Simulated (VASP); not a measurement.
# MgF2 (rutile type) (P4_2/mnm) in VASP: notebook

MgF2 (rutile type) is run at these levels: PBE; tasks: single point.

Program: VASP 6.6.1. These are calculated values, not measurements. Logs are shortened: lines on timing, memory, paths and dates and some standing lists are left out, and cuts for length are marked.

**1. The cell of the first run**

Symmetry: P4_2/mnm, No. 136, tetragonal system. The conventional cell has a = 4.593 Å, b = 4.593 Å, c = 3.041 Å, α = 90.00°, β = 90.00°, γ = 90.00°. Mg (site symmetry mmm) has 6 F at 1.96 to 1.99 Å within 2.6 Å. F (site symmetry m2m) has 3 Mg at 1.96 to 1.99 Å and 1 F at 2.57 Å within 2.6 Å.

**2. Single point, PBE (10.69 Å³/atom)**

INCAR

```
SYSTEM = MgF2
  PREC = Accurate
  ENCUT = 600
  EDIFF = 1E-6
  ISMEAR = -1
  SIGMA = 0.1
  LREAL = .False.
  LASPH = .True.
  NELM = 120
  ALGO = Normal
  ISIF = 2
  LWAVE = .False.
  LCHARG = .False.
  GGA = PE
  NBANDS = 25
  GGA_COMPAT = .False.
```

KPOINTS

```
Automatic mesh
0
Gamma
  7 7 10
  0 0 0
```

POSCAR

```
MgF2
1.0
    4.5932954218      0.0000000000      0.0000000000
    0.0000000000      4.5932954218      0.0000000000
    0.0000000000      0.0000000000      3.0409051050
Mg F
2 4
Direct
    0.0000000000      0.0000000000      0.0000000000
    0.5000000000      0.5000000000      0.5000000000
    0.3024821974      0.3024821974      0.0000000000
    0.6975178026      0.6975178026      0.0000000000
    0.8024821974      0.1975178026      0.5000000000
    0.1975178026      0.8024821974      0.5000000000
```

Potentials or basis: VASP PAW PBE potentials, release 64 (Mg, F).

The run is started by

```sh
$ cat potpaw_PBE.64/Mg/POTCAR potpaw_PBE.64/F/POTCAR > POTCAR
$ mpirun -np 1 vasp_std > vasp.out
```

OUTCAR:

```text
SYSTEM = MgF2
   PREC = Accurate
   ENCUT = 600
   EDIFF = 1E-6
   ISMEAR = -1
   LREAL = .False.
   LASPH = .True.
   NELM = 120
   ISIF = 2
   GGA = PE

 ion  position               nearest neighbor table
   1  0.000  0.000  0.000-   3 1.96   4 1.96   5 1.99   6 1.99   5 1.99   6 1.99   2 3.59   2 3.59
                             2 3.59   2 3.59   2 3.59   2 3.59   2 3.59   2 3.59
   2  0.500  0.500  0.500-   5 1.96   6 1.96   3 1.99   4 1.99   3 1.99   4 1.99   1 3.59   1 3.59
                             1 3.59   1 3.59   1 3.59   1 3.59   1 3.59   1 3.59
   3  0.302  0.302  0.000-   1 1.96   2 1.99   2 1.99
   4  0.698  0.698  0.000-   1 1.96   2 1.99   2 1.99
   5  0.802  0.198  0.500-   2 1.96   1 1.99   1 1.99
   6  0.198  0.802  0.500-   2 1.96   1 1.99   1 1.99

  LATTYP: Found a simple tetragonal cell.
 ALAT       =     4.5932954218
 C/A-ratio  =     0.6620312490

  Lattice vectors:

 A1 = (   4.5932954218,   0.0000000000,   0.0000000000)
 A2 = (   0.0000000000,   4.5932954218,   0.0000000000)
 A3 = (   0.0000000000,   0.0000000000,   3.0409051050)

Analysis of symmetry for initial positions (statically):
=====================================================================
 Subroutine PRICEL returns:
 Original cell was already a primitive cell.

 Routine SETGRP: Setting up the symmetry group for a
 simple tetragonal supercell.

 Subroutine GETGRP returns: Found 16 space group operations
 (whereof  8 operations were pure point group operations)
 out of a pool of 16 trial point group operations.

The static configuration has the point symmetry D_2h.
 The point group associated with its full space group is D_4h.

Analysis of symmetry for dynamics (positions and initial velocities):
=====================================================================
 Subroutine PRICEL returns:
 Original cell was already a primitive cell.

 Routine SETGRP: Setting up the symmetry group for a
 simple tetragonal supercell.

 Subroutine GETGRP returns: Found 16 space group operations
 (whereof  8 operations were pure point group operations)
 out of a pool of 16 trial point group operations.

The dynamic configuration has the point symmetry D_2h.
 The point group associated with its full space group is D_4h.

 Subroutine INISYM returns: Found 16 space group operations
 (whereof  8 operations are pure point group operations),
 and found     1 'primitive' translations

----------------------------------------------------------------------------------------

                                     Primitive cell

  volume of cell :      64.1581

  direct lattice vectors                    reciprocal lattice vectors
     4.593295422  0.000000000  0.000000000     0.217708618  0.000000000  0.000000000
     0.000000000  4.593295422  0.000000000     0.000000000  0.217708618  0.000000000
     0.000000000  0.000000000  3.040905105     0.000000000  0.000000000  0.328849459

  length of vectors
     4.593295422  4.593295422  3.040905105     0.217708618  0.217708618  0.328849459

  position of ions in fractional coordinates (direct lattice)
     0.000000000  0.000000000  0.000000000
     0.500000000  0.500000000  0.500000000
     0.302482197  0.302482197  0.000000000
     0.697517803  0.697517803  0.000000000
     0.802482197  0.197517803  0.500000000
     0.197517803  0.802482197  0.500000000

  ion indices of the primitive-cell ions
   primitive index   ion index
                 1           1
                 2           2
                 3           3
                 4           4
                 5           5
                 6           6

----------------------------------------------------------------------------------------

 KPOINTS: Automatic mesh

Automatic generation of k-mesh.
 Grid dimensions read from file:
 generate k-points for:    7    7   10

 Generating k-lattice:

  Cartesian coordinates                     Fractional coordinates (reciprocal lattice)
     0.031101231  0.000000000  0.000000000     0.142857143  0.000000000  0.000000000
     0.000000000  0.031101231  0.000000000     0.000000000  0.142857143  0.000000000
     0.000000000  0.000000000  0.032884946     0.000000000  0.000000000  0.100000000

  Length of vectors
     0.031101231  0.031101231  0.032884946

  Shift w.r.t. Gamma in fractional coordinates (k-lattice)
     0.000000000  0.000000000  0.000000000

 Subroutine IBZKPT returns following result:
 ===========================================

 Found     60 irreducible k-points:

 Following reciprocal coordinates:
            Coordinates               Weight
  0.000000  0.000000  0.000000      1.000000
  0.142857  0.000000  0.000000      4.000000
  0.285714  0.000000  0.000000      4.000000
  0.428571  0.000000  0.000000      4.000000
  0.142857  0.142857  0.000000      4.000000
  0.285714  0.142857  0.000000      8.000000
[... 16 lines left out ...]
  0.285714  0.000000  0.200000      8.000000
  0.428571  0.000000  0.200000      8.000000
 [... further k-points ...]
   k-points           NKPTS =     60   k-points in BZ     NKDIM =     60   number of bands    NBANDS=     25
   number of dos      NEDOS =    301   number of ions     NIONS =      6
   total plane-waves  NPLWV =  38400
   dimension x,y,z NGX =    40 NGY =   40 NGZ =   24
   dimension x,y,z NGXF=    80 NGYF=   80 NGZF=   48
   ions per type =               2   4
   NGX,Y,Z   is equivalent  to a cutoff of  14.48, 14.48, 13.12 a.u.
   NGXF,Y,Z  is equivalent  to a cutoff of  28.95, 28.95, 26.24 a.u.
 SYSTEM =  MgF2
   PREC   = accura    normal or accurate (medium, high low for compatibility)
   ISTART =      0    job   : 0-new  1-cont  2-samecut
   ICHARG =      2    charge: 1-file 2-atom 10-const
   ISPIN  =      1    spin polarized calculation?
   LNONCOLLINEAR =      F non collinear calculations
   LSORBIT =      F    spin-orbit coupling
   LASPH  =      T    aspherical Exc in radial PAW
   ENCUT  =  600.0 eV  44.10 Ry    6.64 a.u.   9.17  9.17  6.07*2*pi/ulx,y,z
   NELM   =    120;   NELMIN=  2; NELMDL= -5     # of ELM steps
   EDIFF  = 0.1E-05   stopping-criterion for ELM
   LREAL  =      F    real-space projection
   EDIFFG = 0.1E-04   stopping-criterion for IOM
   NSW    =      0    number of steps for IOM
   IBRION =     -1    ionic relax: 0-MD 1-quasi-New 2-CG
   NFREE  =      0    steps in history (QN), initial steepest desc. (CG)
   ISIF   =      2    stress and relaxation
   ISYM   =      2    0-nonsym 1-usesym 2-fastsym
   POTIM  = 0.5000    time-step for ionic-motion
   TEBEG  =    0.0;   TEEND  =   0.0 temperature during run
   PSTRESS=    0.0 pullay stress
   NELECT =      32.0000    total number of electrons
   NUPDOWN=      -1.0000    fix difference up-down
   EMIN   =  10.00;   EMAX   =-10.00  energy-range for DOS
   EFERMI =   0.00;   METHOD = LEGACY
   ISMEAR =    -1;   SIGMA  =   0.10  broadening in eV -4-tet -1-fermi 0-gaus
   EFERMI_NEDOS =   21; number of points for ismear=-14 and -15
   IALGO  =     38    algorithm
   IMIX   =      4    mixing-type and parameters
     AMIX     =   0.40;   BMIX     =  1.00
     AMIX_MAG =   1.60;   BMIX_MAG =  1.00
  volume/ion in A,a.u.               =      10.69        72.16
  Fermi-wavevector in a.u.,A,eV,Ry     =   1.298298  2.453427 22.933666  1.685577
  Thomas-Fermi vector in A             =   2.429635
   LORBIT       =      0    0 simple, 1 ext, 2 COOP (PROOUT), +10 PAW based schemes
   GGA     = PE    functional components
   LHFCALC =     F    Hartree Fock is set to
   AEXX    =    0.0000 exact exchange contribution
   IVDW    =     0    specifies the selected vdW correction
   LEPSILON=     F    determine dielectric tensor
   LRPA    =     F    only Hartree local field effects (RPA)
 non-spin polarized calculation
  energy-cutoff  :      600.00
  volume of cell :       64.16
 maximum number of plane-waves:      2159
 NGX is ok and might be reduce to    40
   NGX = 19   NGY = 19   NGZ = 13

 number of electron      32.0000017 magnetization

 Free energy of the ion-electron system (eV)
  ---------------------------------------------------
  ext. energy  EPLUGINS =         0.00000000
  ---------------------------------------------------
  free energy    TOTEN  =       -31.48606658 eV

  energy without entropy =      -31.48606658  energy(sigma->0) =      -31.48606658

 E-fermi :   1.1138     XC(G=0):  -9.8152

 val. band max:       -1.1027459381   @ k =   0.0000   0.0000   0.0000
 cond. band min:       6.1086440431   @ k =   0.0000   0.0000   0.0000
 fundamental gap:      7.2113899812
 Fermi energy:         1.1138266755

 k-point     1 :       0.0000    0.0000    0.0000
  band No.  band energies     occupation
      1     -21.9139      2.00000
      2     -21.0789      2.00000
      3     -21.0789      2.00000
      4     -20.9791      2.00000
      5      -5.2412      2.00000
      6      -3.6732      2.00000
[... 17 lines left out ...]
     24      17.6654      0.00000
     25      17.6654      0.00000

 k-point     2 :       0.1429    0.0000    0.0000
  band No.  band energies     occupation
      1     -21.8796      2.00000
      2     -21.1480      2.00000
      3     -21.0693      2.00000
      4     -20.9590      2.00000
      5      -5.1632      2.00000
      6      -3.6447      2.00000
[... 17 lines left out ...]
     24      17.4535      0.00000
     25      17.7435      0.00000

 k-point     3 :       0.2857    0.0000    0.0000
  band No.  band energies     occupation
      1     -21.7817      2.00000
      2     -21.2896      2.00000
      3     -21.0431      2.00000
      4     -20.9528      2.00000
      5      -4.9503      2.00000
      6      -3.9114      2.00000
[... 552 lines left out ...]
 k-point    23 :       0.2857    0.0000    0.2000
  band No.  band energies     occupation
      1     -21.6601      2.00000
      2     -21.2391      2.00000
      3     -21.0276      2.00000
      4     -20.9722      2.00000
      5      -4.7401      2.00000
      6      -3.8308      2.00000
[... 17 lines left out ...]
     24      16.5027      0.00000
     25      16.5813      0.00000

 k-point    24 :       0.4286    0.0000    0.2000
  band No.  band energies     occupation
      1     -21.5331      2.00000
      2     -21.3847      2.00000
      3     -21.0042      2.00000
      4     -20.9826      2.00000
      5      -4.4697      2.00000
      6      -4.1605      2.00000
[... 17 lines left out ...]
     24      15.8885      0.00000
     25      16.5434      0.00000

 [... further k-points ...]

------------------------ aborting loop because EDIFF is reached ----------------------------------------

  FORCE on cell =-STRESS in cart. coord.  units (eV):
  Direction    XX          YY          ZZ          XY          YZ          ZX
  --------------------------------------------------------------------------------------
  -------------------------------------------------------------------------------------
  Total        2.1836826      2.1836826      2.1507538     -0.0000000      0.0000000      0.0000000
  in kB       54.5316282     54.5316282     53.7093199     -0.0000000      0.0000000      0.0000000
  external PRESSURE =      54.2575255 kB  Pullay stress =       0.0000000 kB

 VOLUME and BASIS-vectors are now :
 -----------------------------------------------------------------------------
  energy-cutoff  :      600.00
  volume of cell :       64.16
      direct lattice vectors                 reciprocal lattice vectors
     4.593295422  0.000000000  0.000000000     0.217708618  0.000000000  0.000000000
     0.000000000  4.593295422  0.000000000     0.000000000  0.217708618  0.000000000
     0.000000000  0.000000000  3.040905105     0.000000000  0.000000000  0.328849459

 POSITION                                       TOTAL-FORCE (eV/Angst)
 -----------------------------------------------------------------------------------
      0.00000      0.00000      0.00000         0.000000      0.000000     -0.000000
      2.29665      2.29665      1.52045         0.000000      0.000000     -0.000000
      1.38939      1.38939      0.00000         0.001893      0.001893     -0.000000
      3.20391      3.20391      0.00000        -0.001893     -0.001893      0.000000
      3.68604      0.90726      1.52045         0.001893     -0.001893      0.000000
      0.90726      3.68604      1.52045        -0.001893      0.001893     -0.000000
 -----------------------------------------------------------------------------------
    total drift:                                0.000000     -0.000000      0.000000

  FREE ENERGIE OF THE ION-ELECTRON SYSTEM (eV)
  ---------------------------------------------------
  free  energy   TOTEN  =       -31.4860665781 eV

  energy  without entropy=      -31.4860665781  energy(sigma->0) =      -31.48606658
```

Run time: 83 s. Hardware: 1 thread of Intel Xeon 8259CL, shared host; peak memory 0.25 GiB.

What came out:

```yaml
Free_energy: -31.4861 eV
Pressure: 5.4 GPa
Band_gap_on_the_k_mesh: 7.21 eV
```

Forces in eV/Å, atoms in the order of the input:
```
Mg   0.000  0.000  0.000
Mg   0.000  0.000  0.000
F    0.002  0.002  0.000
F   -0.002 -0.002  0.000
F    0.002 -0.002  0.000
F   -0.002  0.002  0.000
```

Levels at points of the mesh, in eV from the valence-band top:
```csv
k point,band 12,band 13,band 14,band 15,band 16,band 17,band 18,band 19,band 20,band 21
"(0.00, 0.00, 0.00)",-1.25,-0.73,-0.32,-0.32,0.00,7.21,12.36,12.36,13.82,14.60
"(0.00, 0.00, 0.50)",-1.46,-1.19,-1.19,-0.87,-0.87,11.97,11.97,15.07,15.07,15.56
```

Caveat: the cell stands under pressure; an odd mesh through Γ misses points on the zone boundary, where band edges can lie.

**3. Single point, PBE**

This run uses another cell than the first one, of 11.38 Å³/atom.

INCAR

```
PREC = Accurate
ENCUT = 600
EDIFF = 1E-6
ISMEAR = -1
SIGMA = 0.1
LREAL = False
LASPH = True
NELM = 120
ALGO = Normal
ISIF = 2
LWAVE = False
LCHARG = False
GGA = PE
NBANDS = 25
GGA_COMPAT = False
```

KPOINTS

```
Automatic mesh
0
Gamma
  7 7 10
```

POSCAR

```
MgF2
1.0
    4.6973499406      0.0000000000      0.0000000000
    0.0000000000      4.6973499406      0.0000000000
    0.0000000000      0.0000000000      3.0932707886
Mg F
2 4
Direct
    0.0000000000      0.0000000000      0.0000000000
    0.5000000000      0.5000000000      0.5000000000
    0.3035709056      0.3035709056      0.0000000000
    0.6964290944      0.6964290944      0.0000000000
    0.8035709056      0.1964290944      0.5000000000
    0.1964290944      0.8035709056      0.5000000000
```

Potentials or basis: VASP PAW PBE potentials, release 64 (Mg, F).

The run is started by

```sh
$ cat potpaw_PBE.64/Mg/POTCAR potpaw_PBE.64/F/POTCAR > POTCAR
$ mpirun -np 1 vasp_std > vasp.out
```

Run time: 1.7 min. Hardware: 1 thread of Intel Xeon 8259CL, shared host; peak memory 0.26 GiB.

It converged, with:

- Free energy: -31.5529 eV
- Pressure: -1.0 GPa
- Band gap on the k mesh: 6.80 eV

Forces on the atoms (eV/Å):
```
Mg   0.000  0.000  0.000
Mg   0.000  0.000  0.000
F    0.002  0.002  0.000
F   -0.002 -0.002  0.000
F    0.002 -0.002  0.000
F   -0.002  0.002  0.000
```

Stress tensor (GPa, compression positive):
```
-0.94  0.00  0.00
 0.00 -0.94  0.00
 0.00  0.00 -1.07
```

Levels at points of the mesh, in eV from the valence-band top:
| k point | band 12 | band 13 | band 14 | band 15 | band 16 | band 17 | band 18 | band 19 | band 20 | band 21 |
| --- | --- | --- | --- | --- | --- | --- | --- | --- | --- | --- |
| (0.00, 0.00, 0.00) | -1.17 | -0.72 | -0.31 | -0.31 | 0.00 | 6.80 | 11.96 | 11.96 | 13.42 | 14.13 |
| (0.00, 0.00, 0.50) | -1.38 | -1.06 | -1.06 | -0.80 | -0.80 | 11.47 | 11.47 | 14.66 | 14.66 | 15.19 |

Caveat: an odd mesh through Γ misses points on the zone boundary, where band edges can lie.
